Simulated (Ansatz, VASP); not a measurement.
## Two plane-wave programs on Al12NO

```xyz
14
Lattice="5.7143 0.0000 0.0000 0.0000 5.7143 0.0000 0.0000 0.0000 22.1750" Properties=species:S:1:pos:R:3 pbc="T T T"
Al    1.4286    1.4286    4.0000
Al    1.4286    4.2857    4.0000
Al    4.2857    1.4286    4.0000
Al    4.2857    4.2857    4.0000
Al    0.0000    0.0000    6.0850
Al    0.0000    2.8572    6.0850
Al    2.8572    0.0000    6.0850
Al    2.8572    2.8572    6.0850
Al    1.4286    1.4286    8.1750
Al    1.4286    4.2857    8.1750
Al    4.2857    1.4286    8.1750
Al    4.2857    4.2857    8.1750
N     2.1927    2.8572   11.1750
O     3.5217    2.8572   11.1750
```

Alike in both runs: task single point; functional PBE; k mesh 5 × 5 × 1; occupations gaussian, width 0.1 eV; collinear spin.

```csv
,VASP,Ansatz
version,VASP 6.6.1,Ansatz 0.2.0
potentials or method,"VASP PAW PBE potentials, release 64 (Al, N, O), cutoff 520 eV","scalar-relativistic, plane waves, PAW"
valence electrons in the cell,47,47
```

```csv
,VASP,Ansatz,Ansatz less VASP
gap on the k mesh at the Fermi level (eV),none,none,-
rms of the force components (eV/Å),1.595,1.672,+0.0775
net moment per atom (μB),0.07,0.07,0.000
size of the moment on the site where the two differ most (μB),0.55,0.38,-0.175
```

Site moments also hang on the region over which each program counts them. Atom by atom the forces differ by 0.078 eV/Å (rms over components). A gap of «none» marks a metal or a gap that the smearing closes. With one functional, cell and mesh, what is left measures potentials, basis and numerics.
